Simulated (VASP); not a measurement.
# Cs (Fm-3m) in VASP: a series of runs

The runs below take Cs through single point, with HSE06.

All numbers are computed with VASP 6.6.1; they aren't measurements. Logs are shortened: lines on timing, memory, paths and dates and some standing lists are left out, and cuts for length are marked.

**1. The cell of the first run**

Symmetry: Fm-3m, No. 225, cubic system. The conventional cell has a = 7.779 Å, b = 7.779 Å, c = 7.779 Å, α = 90.00°, β = 90.00°, γ = 90.00°.

This isn't the form of Cs at room conditions, which is bcc.

**2. Single point, HSE06**

The input, POSCAR:

```
Cs
1.0
    0.0000000000      3.8894487425      3.8894487425
    3.8894487425      0.0000000000      3.8894487425
    3.8894487425      3.8894487425      0.0000000000
Cs
1
Direct
    0.0000000000      0.0000000000      0.0000000000
```

The input, INCAR.step1:

```
PREC     = Accurate       # precision mode
ENCUT    = 400            # plane-wave cutoff, eV
EDIFF    = 1E-5           # SCF threshold, eV
ISMEAR   = 0              # smearing method
SIGMA    = 0.05           # smearing width, eV
LREAL    = False          # projectors in reciprocal space
LASPH    = True           # aspherical terms in the spheres
NELM     = 120            # most SCF steps
ALGO     = Normal         # electronic algorithm
ISIF     = 2              # what is computed and relaxed
LWAVE    = True           # write WAVECAR
LCHARG   = False          # write CHGCAR
GGA      = PE             # functional
NBANDS   = 10             # bands
GGA_COMPAT= False
```

The input, INCAR.step2:

```
PREC     = Accurate       # precision mode
ENCUT    = 400            # plane-wave cutoff, eV
EDIFF    = 1E-6           # SCF threshold, eV
ISMEAR   = 0              # smearing method
SIGMA    = 0.05           # smearing width, eV
LREAL    = False          # projectors in reciprocal space
LASPH    = True           # aspherical terms in the spheres
NELM     = 120            # most SCF steps
ALGO     = Normal         # electronic algorithm
ISIF     = 2              # what is computed and relaxed
LWAVE    = False          # write WAVECAR
LCHARG   = False          # write CHGCAR
GGA      = PE             # functional
LHFCALC  = True           # exact exchange
HFSCREEN = 0.2079         # screening, 1/A
PRECFOCK = Normal       
ISTART   = 1            
NBANDS   = 10             # bands
GGA_COMPAT= False
```

The input, KPOINTS:

```
regular mesh
0
Gamma
  6 6 6
```

Potentials or basis: VASP PAW PBE potentials, release 64 (Cs_sv).

Launch:

```console
$ cat potpaw_PBE.64/Cs_sv/POTCAR > POTCAR
$ cp INCAR.step1 INCAR
$ mpirun -np 1 vasp_std > vasp.out
$ cp INCAR.step2 INCAR
$ mpirun -np 1 vasp_std > vasp.out
```

OUTCAR:

```text
PREC = Accurate
   ENCUT = 400
   EDIFF = 1E-6
   ISMEAR = 0
   LREAL = False
   LASPH = True
   NELM = 120
   ISIF = 2
   GGA = PE
   LHFCALC = True
   HFSCREEN = 0.2079
   PRECFOCK = Normal
   ISTART = 1

 ion  position               nearest neighbor table
   1  0.000  0.000  0.000-

  LATTYP: Found a face centered cubic cell.
 ALAT       =     7.7788974850

  Lattice vectors:

 A1 = (   0.0000000000,   3.8894487425,   3.8894487425)
 A2 = (   3.8894487425,   0.0000000000,   3.8894487425)
 A3 = (   3.8894487425,   3.8894487425,   0.0000000000)

Analysis of symmetry for initial positions (statically):
=====================================================================
 Subroutine PRICEL returns:
 Original cell was already a primitive cell.

 Routine SETGRP: Setting up the symmetry group for a
 face centered cubic supercell.

 Subroutine GETGRP returns: Found 48 space group operations
 (whereof 48 operations were pure point group operations)
 out of a pool of 48 trial point group operations.

The static configuration has the point symmetry O_h .

Analysis of symmetry for dynamics (positions and initial velocities):
=====================================================================
 Subroutine PRICEL returns:
 Original cell was already a primitive cell.

 Routine SETGRP: Setting up the symmetry group for a
 face centered cubic supercell.

 Subroutine GETGRP returns: Found 48 space group operations
 (whereof 48 operations were pure point group operations)
 out of a pool of 48 trial point group operations.

The dynamic configuration has the point symmetry O_h .

 Subroutine INISYM returns: Found 48 space group operations
 (whereof 48 operations are pure point group operations),
 and found     1 'primitive' translations

----------------------------------------------------------------------------------------

                                     Primitive cell

  volume of cell :     117.6777

  direct lattice vectors                    reciprocal lattice vectors
     0.000000000  3.889448742  3.889448742    -0.128552922  0.128552922  0.128552922
     3.889448742  0.000000000  3.889448742     0.128552922 -0.128552922  0.128552922
     3.889448742  3.889448742  0.000000000     0.128552922  0.128552922 -0.128552922

  length of vectors
     5.500511162  5.500511162  5.500511162     0.222660192  0.222660192  0.222660192

  position of ions in fractional coordinates (direct lattice)
     0.000000000  0.000000000  0.000000000

  ion indices of the primitive-cell ions
   primitive index   ion index
                 1           1

----------------------------------------------------------------------------------------

 KPOINTS: regular mesh

Automatic generation of k-mesh.
 Grid dimensions read from file:
 generate k-points for:    6    6    6

 Generating k-lattice:

  Cartesian coordinates                     Fractional coordinates (reciprocal lattice)
    -0.021425487  0.021425487  0.021425487     0.166666667  0.000000000  0.000000000
     0.021425487 -0.021425487  0.021425487     0.000000000  0.166666667  0.000000000
     0.021425487  0.021425487 -0.021425487     0.000000000  0.000000000  0.166666667

  Length of vectors
     0.037110032  0.037110032  0.037110032

  Shift w.r.t. Gamma in fractional coordinates (k-lattice)
     0.000000000  0.000000000  0.000000000

 Subroutine IBZKPT returns following result:
 ===========================================

 Found     16 irreducible k-points:

 Following reciprocal coordinates:
            Coordinates               Weight
  0.000000  0.000000  0.000000      1.000000
  0.166667  0.000000  0.000000      8.000000
  0.333333  0.000000  0.000000      8.000000
  0.500000  0.000000  0.000000      4.000000
  0.166667  0.166667  0.000000      6.000000
  0.333333  0.166667  0.000000     24.000000
[... 8 lines left out ...]
 -0.333333  0.333333  0.166667     24.000000
 -0.333333  0.500000  0.166667     12.000000
   k-points           NKPTS =     16   k-points in BZ     NKDIM =    216   number of bands    NBANDS=     10
   number of dos      NEDOS =    301   number of ions     NIONS =      1
   total plane-waves  NPLWV =  46656
   dimension x,y,z NGX =    36 NGY =   36 NGZ =   36
   dimension x,y,z NGXF=    72 NGYF=   72 NGZF=   72
   ions per type =               1
   NGX,Y,Z   is equivalent  to a cutoff of  10.88, 10.88, 10.88 a.u.
   NGXF,Y,Z  is equivalent  to a cutoff of  21.76, 21.76, 21.76 a.u.
 SYSTEM =  unknown system
   PREC   = accura    normal or accurate (medium, high low for compatibility)
   ISTART =      1    job   : 0-new  1-cont  2-samecut
   ICHARG =      0    charge: 1-file 2-atom 10-const
   ISPIN  =      1    spin polarized calculation?
   LNONCOLLINEAR =      F non collinear calculations
   LSORBIT =      F    spin-orbit coupling
   LASPH  =      T    aspherical Exc in radial PAW
   ENCUT  =  400.0 eV  29.40 Ry    5.42 a.u.   8.97  8.97  8.97*2*pi/ulx,y,z
   NELM   =    120;   NELMIN=  2; NELMDL=  0     # of ELM steps
   EDIFF  = 0.1E-05   stopping-criterion for ELM
   LREAL  =      F    real-space projection
   EDIFFG = 0.1E-04   stopping-criterion for IOM
   NSW    =      0    number of steps for IOM
   IBRION =     -1    ionic relax: 0-MD 1-quasi-New 2-CG
   NFREE  =      0    steps in history (QN), initial steepest desc. (CG)
   ISIF   =      2    stress and relaxation
   ISYM   =      3    0-nonsym 1-usesym 2-fastsym
   POTIM  = 0.5000    time-step for ionic-motion
   TEBEG  =    0.0;   TEEND  =   0.0 temperature during run
   PSTRESS=    0.0 pullay stress
   NELECT =       9.0000    total number of electrons
   NUPDOWN=      -1.0000    fix difference up-down
   EMIN   =  10.00;   EMAX   =-10.00  energy-range for DOS
   EFERMI =   0.00;   METHOD = LEGACY
   ISMEAR =     0;   SIGMA  =   0.05  broadening in eV -4-tet -1-fermi 0-gaus
   EFERMI_NEDOS =   21; number of points for ismear=-14 and -15
   IALGO  =     38    algorithm
   IMIX   =      1    mixing-type and parameters
     AMIX     =   0.40;   BMIX     =  1.00
     AMIX_MAG =   1.60;   BMIX_MAG =  1.00
  volume/ion in A,a.u.               =     117.68       794.13
  Fermi-wavevector in a.u.,A,eV,Ry     =   0.694903  1.313177  6.570123  0.482890
  Thomas-Fermi vector in A             =   1.777526
   LORBIT       =      0    0 simple, 1 ext, 2 COOP (PROOUT), +10 PAW based schemes
   GGA     = PE    functional components
   LHFCALC =     T    Hartree Fock is set to
   PRECFOCK=normal    Normal, Fast or Accurate (Low or Medium for compatibility)
   ENCUT4O =  -1.0   cutoff for four orbital integrals eV
   NKREDX  =     1    reduce k-point grid by
   NKREDY  =     1    reduce k-point grid by
   NKREDZ  =     1    reduce k-point grid by
   AEXX    =    0.2500 exact exchange contribution
   HFSCREEN=    0.2079 screening length (either q_TF or 0.3 A-1)
   HFSCREENC=   0.2079 screening length for correlation (either q_TF or 0.3 A-1)
   ENCUTFOCK=  -1.0 apply spherical cutoff to Coloumb kernel
   IVDW    =     0    specifies the selected vdW correction
   LEPSILON=     F    determine dielectric tensor
   LRPA    =     F    only Hartree local field effects (RPA)
 non-spin polarized calculation
 Gauss-broadening in eV      SIGMA  =   0.05
  energy-cutoff  :      400.00
  volume of cell :      117.68
 maximum number of plane-waves:      2158
  NGX = 28; NGY = 28; NGZ = 28

 number of electron       8.9999999 magnetization

 Free energy of the ion-electron system (eV)
  ---------------------------------------------------
  ext. energy  EPLUGINS =         0.00000000
  ---------------------------------------------------
  free energy    TOTEN  =        -0.91992196 eV

  energy without entropy =       -0.91764531  energy(sigma->0) =       -0.91878363

 E-fermi :   0.3837     XC(G=0):  -4.6302

 val. band max:        0.3550370693   @ k =   0.5000   0.3333   0.1667
 cond. band min:       0.4799304617   @ k =   0.5000   0.0000   0.0000
 fundamental gap:      0.1248933924
 Fermi energy:         0.3837223146

 k-point     1 :       0.0000    0.0000    0.0000
  band No.  band energies     occupation
      1     -25.5815      2.00000
      2     -11.3123      2.00000
      3     -11.3123      2.00000
      4     -11.3123      2.00000
      5      -1.4812      2.00000
      6       3.2219      0.00000
      7       3.2219      0.00000
      8       3.2219      0.00000
      9       4.3798      0.00000
     10       4.3798      0.00000

 k-point     2 :       0.1667    0.0000    0.0000
  band No.  band energies     occupation
      1     -25.5800      2.00000
      2     -11.3461      2.00000
      3     -11.3167      2.00000
      4     -11.3167      2.00000
      5      -1.1585      2.00000
      6       2.6982      0.00000
      7       3.3205      0.00000
      8       3.3205      0.00000
      9       4.1889      0.00000
     10       4.1889      0.00000

 k-point     3 :       0.3333    0.0000    0.0000
  band No.  band energies     occupation
      1     -25.5770      2.00000
      2     -11.4113      2.00000
      3     -11.3256      2.00000
      4     -11.3256      2.00000
      5      -0.3156      2.00000
      6       1.8662      0.00000
      7       3.1935      0.00000
      8       3.1935      0.00000
      9       4.5734      0.00000
     10       4.5734      0.00000

 k-point     4 :       0.5000    0.0000    0.0000
  band No.  band energies     occupation
      1     -25.5756      2.00000
      2     -11.4428      2.00000
      3     -11.3300      2.00000
      4     -11.3300      2.00000
      5       0.4799      0.00650
      6       1.1832      0.00000
      7       3.0608      0.00000
      8       3.0608      0.00000
      9       5.2271      0.00000
     10       5.2277      0.00000
[... 118 lines left out ...]
 k-point    14 :       0.5000    0.3333    0.1667
  band No.  band energies     occupation
      1     -25.5751      2.00000
      2     -11.4096      2.00000
      3     -11.3645      2.00000
      4     -11.3411      2.00000
      5       0.3550      1.58283
      6       1.9133      0.00000
      7       2.1555      0.00000
      8       3.4946      0.00000
      9       4.2071      0.00000
     10       5.1409      0.00000

 k-point    15 :      -0.3333    0.3333    0.1667
  band No.  band energies     occupation
      1     -25.5741      2.00000
      2     -11.4129      2.00000
      3     -11.3803      2.00000
      4     -11.3484      2.00000
      5       1.2534      0.00000
      6       1.2764      0.00000
      7       2.0709      0.00000
      8       3.2036      0.00000
      9       4.3780      0.00000
     10       5.1681      0.00000

 k-point    16 :      -0.3333    0.5000    0.1667
  band No.  band energies     occupation
      1     -25.5736      2.00000
      2     -11.4155      2.00000
      3     -11.3779      2.00000
      4     -11.3602      2.00000
      5       1.1594      0.00000
      6       1.7497      0.00000
      7       1.8424      0.00000
      8       3.0733      0.00000
      9       4.9171      0.00000
     10       5.2007      0.00000

------------------------ aborting loop because EDIFF is reached ----------------------------------------

  FORCE on cell =-STRESS in cart. coord.  units (eV):
  Direction    XX          YY          ZZ          XY          YZ          ZX
  --------------------------------------------------------------------------------------
  -------------------------------------------------------------------------------------
  Total        0.0575138      0.0575138      0.0575138     -0.0000000      0.0000000     -0.0000000
  in kB        0.7830476      0.7830476      0.7830476     -0.0000000      0.0000000     -0.0000000
  external PRESSURE =       0.7830476 kB  Pullay stress =       0.0000000 kB

 VOLUME and BASIS-vectors are now :
 -----------------------------------------------------------------------------
  energy-cutoff  :      400.00
  volume of cell :      117.68
      direct lattice vectors                 reciprocal lattice vectors
     0.000000000  3.889448742  3.889448742    -0.128552922  0.128552922  0.128552922
     3.889448742  0.000000000  3.889448742     0.128552922 -0.128552922  0.128552922
     3.889448742  3.889448742  0.000000000     0.128552922  0.128552922 -0.128552922

 POSITION                                       TOTAL-FORCE (eV/Angst)
 -----------------------------------------------------------------------------------
      0.00000      0.00000      0.00000        -0.000000     -0.000000      0.000000
 -----------------------------------------------------------------------------------
    total drift:                               -0.000000     -0.000000     -0.000000

  FREE ENERGIE OF THE ION-ELECTRON SYSTEM (eV)
  ---------------------------------------------------
  free  energy   TOTEN  =        -0.9199219595 eV

  energy  without entropy=       -0.9176453083  energy(sigma->0) =       -0.91878363
```

Wall time 12 min (1 thread of Intel Xeon Platinum 8375C at 2.90GHz (Ice Lake), shared host); peak memory 0.32 GiB.

Results:

```yaml
Free_energy: -0.9199 eV
Pressure: 0.1 GPa
Band_gap_on_the_k_mesh: zero (an odd number of electrons rules out a gap without spin polarisation)
```

Levels at points of the mesh, in eV from the Fermi level:
| k point | band 2 | band 3 | band 4 | band 5 | band 6 | band 7 | band 8 | band 9 |
| --- | --- | --- | --- | --- | --- | --- | --- | --- |
| (0.00, 0.00, 0.00) | -11.70 | -11.70 | -11.70 | -1.86 | 2.84 | 2.84 | 2.84 | 4.00 |
| (0.50, 0.00, 0.00) | -11.83 | -11.71 | -11.71 | 0.10 | 0.80 | 2.68 | 2.68 | 4.84 |
| (0.50, 0.50, 0.00) | -11.82 | -11.74 | -11.74 | 0.45 | 1.34 | 1.53 | 4.23 | 4.23 |

Caveat: the PAW data sets were made with another functional, which shifts forces and pressure a little; spin-orbit coupling is left out, which moves the levels of the heavy elements.

**3. Single point, HSE06 (118.15 Å³/atom)**

This run uses another cell than the first one, of 118.15 Å³/atom.

The input, POSCAR:

```
Cs
1.0
    0.0000000000      3.8946277749      3.8946277749
    3.8946277749      0.0000000000      3.8946277749
    3.8946277749      3.8946277749      0.0000000000
Cs
1
Direct
    0.0000000000      0.0000000000      0.0000000000
```

The input, INCAR.step1:

```
ALGO = Normal ; EDIFF = 1E-5
ENCUT = 400 ; GGA = PE
GGA_COMPAT = False ; ISIF = 2
ISMEAR = 0 ; LASPH = True
LCHARG = False ; LREAL = False
LWAVE = True ; NBANDS = 10
NELM = 120 ; PREC = Accurate
SIGMA = 0.05
```

The input, INCAR.step2:

```
ALGO = Normal ; EDIFF = 1E-6
ENCUT = 400 ; GGA = PE
GGA_COMPAT = False ; HFSCREEN = 0.2079
ISIF = 2 ; ISMEAR = 0
ISTART = 1 ; LASPH = True
LCHARG = False ; LHFCALC = True
LREAL = False ; LWAVE = False
NBANDS = 10 ; NELM = 120
PREC = Accurate ; PRECFOCK = Normal
SIGMA = 0.05
```

The input, KPOINTS:

```
k-points
0
Gamma
  6 6 6
```

Potentials or basis: VASP PAW PBE potentials, release 64 (Cs_sv).

Launch:

```console
$ cat potpaw_PBE.64/Cs_sv/POTCAR > POTCAR
$ cp INCAR.step1 INCAR
$ mpirun -np 1 vasp_std > vasp.out
$ cp INCAR.step2 INCAR
$ mpirun -np 1 vasp_std > vasp.out
```

OUTCAR:

```text
EDIFF = 1E-6
   ENCUT = 400
   GGA = PE
   HFSCREEN = 0.2079
   ISIF = 2
   ISMEAR = 0
   ISTART = 1
   LASPH = True
   LHFCALC = True
   LREAL = False
   NELM = 120
   PREC = Accurate
   PRECFOCK = Normal

 ion  position               nearest neighbor table
   1  0.000  0.000  0.000-

  LATTYP: Found a face centered cubic cell.
 ALAT       =     7.7892555498

  Lattice vectors:

 A1 = (   0.0000000000,   3.8946277749,   3.8946277749)
 A2 = (   3.8946277749,   0.0000000000,   3.8946277749)
 A3 = (   3.8946277749,   3.8946277749,   0.0000000000)

Analysis of symmetry for initial positions (statically):
=====================================================================
 Subroutine PRICEL returns:
 Original cell was already a primitive cell.

 Routine SETGRP: Setting up the symmetry group for a
 face centered cubic supercell.

 Subroutine GETGRP returns: Found 48 space group operations
[... 161 lines left out ...]

 E-fermi :   0.3734     XC(G=0):  -4.6223

 val. band max:        0.3446811845   @ k =   0.5000   0.3333   0.1667
 cond. band min:       0.4710970327   @ k =   0.5000   0.0000   0.0000
 fundamental gap:      0.1264158482
 Fermi energy:         0.3733754962

 k-point     1 :       0.0000    0.0000    0.0000
  band No.  band energies     occupation
      1     -25.5935      2.00000
      2     -11.3250      2.00000
      3     -11.3250      2.00000
      4     -11.3250      2.00000
      5      -1.4861      2.00000
      6       3.2094      0.00000
      7       3.2094      0.00000
      8       3.2094      0.00000
      9       4.3633      0.00000
     10       4.3633      0.00000
[... 183 lines left out ...]
 k-point    16 :      -0.3333    0.5000    0.1667
  band No.  band energies     occupation
      1     -25.5858      2.00000
      2     -11.4268      2.00000
      3     -11.3897      2.00000
      4     -11.3722      2.00000
      5       1.1511      0.00000
      6       1.7396      0.00000
      7       1.8282      0.00000
      8       3.0556      0.00000
      9       4.8951      0.00000
     10       5.1769      0.00000

------------------------ aborting loop because EDIFF is reached ----------------------------------------

  FORCE on cell =-STRESS in cart. coord.  units (eV):
  Direction    XX          YY          ZZ          XY          YZ          ZX
  --------------------------------------------------------------------------------------
  -------------------------------------------------------------------------------------
  Total        0.0511071      0.0511071      0.0511071      0.0000000      0.0000000     -0.0000000
  in kB        0.6930488      0.6930488      0.6930488      0.0000000      0.0000000     -0.0000000
  external PRESSURE =       0.6930488 kB  Pullay stress =       0.0000000 kB

 VOLUME and BASIS-vectors are now :
 -----------------------------------------------------------------------------
  energy-cutoff  :      400.00
  volume of cell :      118.15
      direct lattice vectors                 reciprocal lattice vectors
     0.000000000  3.894627775  3.894627775    -0.128381974  0.128381974  0.128381974
     3.894627775  0.000000000  3.894627775     0.128381974 -0.128381974  0.128381974
     3.894627775  3.894627775  0.000000000     0.128381974  0.128381974 -0.128381974

 POSITION                                       TOTAL-FORCE (eV/Angst)
 -----------------------------------------------------------------------------------
      0.00000      0.00000      0.00000        -0.000000      0.000000     -0.000000
 -----------------------------------------------------------------------------------
    total drift:                                0.000023      0.000032      0.000033

  FREE ENERGIE OF THE ION-ELECTRON SYSTEM (eV)
  ---------------------------------------------------
  free  energy   TOTEN  =        -0.9202069426 eV

  energy  without entropy=       -0.9179319891  energy(sigma->0) =       -0.91906947
```

Run time: 13 min. Hardware: 1 thread of Intel Xeon Platinum 8375C at 2.90GHz (Ice Lake), shared host; peak memory 0.32 GiB.

What came out:

| Quantity | Value |
| --- | --- |
| Free energy | -0.9202 eV |
| Pressure | 0.1 GPa |
| Band gap on the k mesh | zero (an odd number of electrons rules out a gap without spin polarisation) |

Caveat: the PAW data sets were made with another functional, which shifts forces and pressure a little; spin-orbit coupling is left out, which moves the levels of the heavy elements.
